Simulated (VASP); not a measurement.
# Sm (P6_3/mmc) in VASP: a series of runs, part 2 of 2

VASP 6.6.1. The steps go on from the part before.

**3. Single point, PBE, collinear spin, ferromagnetic start (34.63 Å³/atom)**

This run uses another cell than the first one, of 34.63 Å³/atom.

Input file INCAR:

```
SYSTEM = Sm
PREC = Accurate ; ENCUT = 520
EDIFF = 1E-7 ; ISMEAR = -1
SIGMA = 0.03 ; LREAL = .FALSE.
LASPH = .TRUE. ; NELM = 150
ALGO = Normal ; ISIF = 2
LWAVE = .FALSE. ; LCHARG = .TRUE.
ISPIN = 2 ; MAGMOM = 5 5
LORBIT = 11 ; LMAXMIX = 6
GGA = PE ; LELF = .TRUE.
LVHAR = .TRUE. ; NBANDS = 27
```

Input file KPOINTS:

```
regular mesh
0
G
  12 12 6
  0 0 0
```

Input file POSCAR:

```
Sm
1.0
    3.6741185651      0.0000000000      0.0000000000
   -1.8370592826      3.1818800139      0.0000000000
    0.0000000000      0.0000000000      5.9245641858
Sm
2
Direct
    0.3333333333      0.6666666667      0.2500000000
    0.6666666667      0.3333333333      0.7500000000
```

Potentials or basis: VASP PAW PBE potentials, release 64 (Sm).

Run with:

```bash
$ cat potpaw_PBE.64/Sm/POTCAR > POTCAR
$ mpirun -np 1 vasp_std > vasp.out
```

OUTCAR:

```text
SYSTEM = Sm
   PREC = Accurate
   ENCUT = 520
   EDIFF = 1E-7
   ISMEAR = -1
   LREAL = .FALSE.
   LASPH = .TRUE.
   NELM = 150
   ISIF = 2
   ISPIN = 2
   LORBIT = 11
   GGA = PE

 ion  position               nearest neighbor table
   1  0.333  0.667  0.250-
   2  0.667  0.333  0.750-

  LATTYP: Found a hexagonal cell.
 ALAT       =     3.6741185651
 C/A-ratio  =     1.6125130642

  Lattice vectors:

 A1 = (   3.6741185651,   0.0000000000,   0.0000000000)
 A2 = (  -1.8370592826,   3.1818800139,   0.0000000000)
 A3 = (   0.0000000000,   0.0000000000,   5.9245641858)

Analysis of symmetry for initial positions (statically):
=====================================================================
 Subroutine PRICEL returns:
 Original cell was already a primitive cell.

 Routine SETGRP: Setting up the symmetry group for a
[... 921 lines left out ...]
      2     -34.2525      1.00000
      3     -15.1846      1.00000
      4     -14.2914      1.00000
      5     -14.2914      1.00000
      6     -14.1504      1.00000
[... 709 lines left out ...]
     26       6.9642      0.00000
     27       7.0653      0.00000

 [... further k-points ...]

------------------------ aborting loop because EDIFF is reached ----------------------------------------

  FORCE on cell =-STRESS in cart. coord.  units (eV):
  Direction    XX          YY          ZZ          XY          YZ          ZX
  --------------------------------------------------------------------------------------
  -------------------------------------------------------------------------------------
  Total        1.0062565      1.0062565      0.9953442     -0.0000000     -0.0000000      0.0000000
  in kB       23.2769407     23.2769407     23.0245147     -0.0000000     -0.0000000      0.0000000
  external PRESSURE =      23.1927987 kB  Pullay stress =       0.0000000 kB

 VOLUME and BASIS-vectors are now :
 -----------------------------------------------------------------------------
  energy-cutoff  :      520.00
  volume of cell :       69.26
      direct lattice vectors                 reciprocal lattice vectors
     3.674118565  0.000000000  0.000000000     0.272174123  0.157139803  0.000000000
    -1.837059283  3.181880014  0.000000000     0.000000000  0.314279607  0.000000000
     0.000000000  0.000000000  5.924564186     0.000000000  0.000000000  0.168788787

 POSITION                                       TOTAL-FORCE (eV/Angst)
 -----------------------------------------------------------------------------------
     -0.00000      2.12125      1.48114        -0.000000      0.000000      0.000000
      1.83706      1.06063      4.44342         0.000000     -0.000000      0.000000
 -----------------------------------------------------------------------------------
    total drift:                               -0.000000      0.000000     -0.000000

  FREE ENERGIE OF THE ION-ELECTRON SYSTEM (eV)
  ---------------------------------------------------
  free  energy   TOTEN  =       -18.6090991603 eV

  energy  without entropy=      -18.5604213717  energy(sigma->0) =      -18.58476027

 total charge

# of ion       s       p       d       f       tot
--------------------------------------------------
    1        2.080   5.614   0.451   5.511  13.655
    2        2.080   5.614   0.451   5.511  13.655
--------------------------------------------------
tot          4.160  11.228   0.901  11.022  27.310

 magnetization (x)

# of ion       s       p       d       f       tot
--------------------------------------------------
    1       -0.002  -0.055   0.258   5.506   5.706
    2       -0.002  -0.055   0.258   5.506   5.706
--------------------------------------------------
tot         -0.004  -0.110   0.516  11.011  11.413
```

OSZICAR:

```text
N       E                     dE             d eps       ncg     rms          rms(c)
DAV:   1     0.265640988386E+03    0.26564E+03   -0.10904E+04 10584   0.479E+03
DAV:   2     0.445473518570E+02   -0.22109E+03   -0.20217E+03 10897   0.352E+02
[... 22 lines left out ...]
DAV:  25    -0.186090906668E+02    0.10282E-05   -0.34640E-05 15536   0.142E-01    0.704E-02
DAV:  26    -0.186090983725E+02   -0.77057E-05   -0.31906E-05 16175   0.877E-02    0.392E-02
DAV:  27    -0.186090987053E+02   -0.33280E-06   -0.12410E-05 16224   0.453E-02    0.264E-02
DAV:  28    -0.186090989555E+02   -0.25021E-06   -0.24114E-06 13992   0.173E-02    0.149E-02
DAV:  29    -0.186090991154E+02   -0.15996E-06   -0.53001E-07 11608   0.146E-02    0.706E-03
DAV:  30    -0.186090991603E+02   -0.44844E-07   -0.48463E-07 10871   0.786E-03
   1 F= -.18609099E+02 E0= -.18584760E+02  d E =-.486778E-01  mag=    13.1663
```

stdout:

```text
POSCAR found type information on POSCAR Sm
 POSCAR found :  1 types and       2 ions
 scaLAPACK will be used
 LDA part: xc-table for (Slater+PW92), standard interpolation
 POSCAR, INCAR and KPOINTS ok, starting setup
 FFT: planning ... GRIDC
 FFT: planning ... GRID_SOFT
 FFT: planning ... GRID
 WAVECAR not read
 entering main loop
```

Wall time 5.6 min (1 thread of Intel Xeon 6975P-C (Granite Rapids), shared host); peak memory 0.38 GiB.

Results:

* Free energy: -18.6091 eV
* Pressure: 2.3 GPa
* Net moment: 13.17 μB per cell
* Site moments: Sm +5.71 μB
* Valence electrons inside the program's atomic spheres: Sm 13.65

Levels at points of the mesh, in eV from the Fermi level:
Spin up:
| k point | band 19 | band 20 | band 21 | band 22 | band 23 | band 24 | band 25 | band 26 |
| --- | --- | --- | --- | --- | --- | --- | --- | --- |
| (0.00, 0.00, 0.00) | -0.24 | -0.21 | -0.20 | -0.18 | -0.18 | -0.03 | 1.55 | 1.81 |
| (0.50, 0.00, 0.00) | -0.23 | -0.12 | -0.08 | -0.05 | 0.03 | 0.08 | 0.10 | 0.60 |
| (0.00, 0.00, 0.50) | -0.15 | -0.15 | -0.14 | -0.14 | -0.14 | -0.14 | 1.08 | 1.08 |
| (0.50, 0.00, 0.50) | -0.16 | -0.16 | -0.08 | -0.08 | 0.05 | 0.05 | 0.29 | 0.29 |
Spin down:
```tsv
k point	band 6	band 7	band 8	band 9	band 10	band 11	band 12	band 13	band 14	band 15
(0.00, 0.00, 0.00)	-17.12	-17.12	-17.08	-3.25	-0.83	2.51	2.68	2.86	2.86	3.10
(0.50, 0.00, 0.00)	-17.50	-17.34	-17.25	-0.36	-0.33	0.03	1.78	2.64	2.75	3.21
(0.00, 0.00, 0.50)	-17.19	-17.19	-17.19	-1.75	-1.75	1.87	1.87	2.89	2.89	2.89
(0.50, 0.00, 0.50)	-17.37	-17.36	-17.36	-0.70	-0.70	1.11	1.11	2.85	2.85	3.45
```

Caveat: the magnetic or orbital state may not be the lowest; spin-orbit coupling is left out, which moves the levels of the heavy elements; semilocal functionals describe open f shells poorly, which spoils levels, moments and volumes. The state reached can hang on the start; a lower one may exist.
